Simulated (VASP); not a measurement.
Set up this calculation in VASP 6.6.1, as the native input.

```yaml
Task: single point
Functional: PBE
Potentials_or_basis: VASP PAW PBE potentials, release 64 (In_d, Ga_d, As)
Cutoff: 500 eV
k_mesh: 6 × 6 × 6
Occupations: gaussian, width 0.2 eV
Spin: no spin polarisation
Dipole_correction: no
Further_INCAR_settings: ALGO = Normal; EDIFF = 1e-06; NBANDS = 56
```

The structure of In2Ga3As5 lies in POSCAR:

```
In2Ga3As5
1.0
    0.0000825007     -4.1851530589      0.0002948481
    4.1844816609     -0.0000807421     -0.0003975922
   -2.0941199501      2.0918791488     14.8446461655
In Ga As
2 3 5
Direct
    0.3516877598      0.8516120645      0.7029442137
    0.1486010963      0.6485052697      0.2970751804
    0.7499616870      0.2501052390      0.4999973708
    0.5471341996      0.0473509223      0.0943195795
    0.9526583712      0.4525774583      0.9056970360
    0.9062649852      0.9058272342      0.8122330374
    0.2968081491      0.2968452850      0.5935794074
    0.7032120095      0.7032331940      0.4063924581
    0.0938588262      0.0937867056      0.1877521718
    0.4998129159      0.5001566274      0.0000095451
```

One way to write it, as run:

INCAR

```
PREC = Accurate
ENCUT = 500
EDIFF = 1E-6
ISMEAR = 0
SIGMA = 0.2
LREAL = F
LASPH = T
NELM = 120
ALGO = Normal
ISIF = 2
LWAVE = F
LCHARG = F
GGA = PE
NBANDS = 56
GGA_COMPAT = F
```

KPOINTS

```
Automatic mesh
0
Gamma
  6 6 6
```

Potentials or basis: VASP PAW PBE potentials, release 64 (In_d, Ga_d, As).

Launch:

```console
$ cat potpaw_PBE.64/In_d/POTCAR potpaw_PBE.64/Ga_d/POTCAR potpaw_PBE.64/As/POTCAR > POTCAR
$ mpirun -np 1 vasp_std > vasp.out
```

Results of the run:

```yaml
Pressure: 0.1 GPa
Largest_force: 0.010 eV/Å
Band_gap_on_the_k_mesh: zero (filled and empty bands touch)
```

Caveat: semilocal functionals underestimate gaps, and a narrow one can read as zero; spin-orbit coupling is left out, which moves the levels of the heavy elements.

Wall time 34 min on 1 thread of Oxide Virtual Turin-like Processor (shared host), peak memory 1.2 GiB.
